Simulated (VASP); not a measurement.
Input of a VASP 6.6.1 run:

Contents of INCAR:

```
SYSTEM = W
PREC = Accurate
ENCUT = 520
EDIFF = 1E-6
ISMEAR = 0
SIGMA = 0.1
LREAL = .FALSE.
LASPH = .TRUE.
NELM = 100
ALGO = Normal
ISIF = 2
LWAVE = .FALSE.
LCHARG = .TRUE.
GGA = PE
LELF = .TRUE.
LVHAR = .TRUE.
NBANDS = 13
```

The input KPOINTS:

```
Automatic mesh
0
G
  11 11 11
  0 0 0
```

POSCAR

```
W
1.0
    0.0000000000      2.0300000000      2.0300000000
    2.0300000000      0.0000000000      2.0300000000
    2.0300000000      2.0300000000      0.0000000000
W
1
Direct
    0.0000000000      0.0000000000      0.0000000000
```

Potentials or basis: VASP PAW PBE potentials, release 64 (W_sv).

Launch:

```sh
$ cat potpaw_PBE.64/W_sv/POTCAR > POTCAR
$ mpirun -np 1 vasp_std > vasp.out
```

**Question.** What does it give for the band gap on the k mesh?

**Answer.** Zero (band 7 reaches 12.79 eV, above the bottom of band 8 at 9.69 eV).

**Question.** Estimate the pressure.

**Answer.** -4.5 GPa.

Caveat: spin-orbit coupling is left out, which moves the levels of the heavy elements.
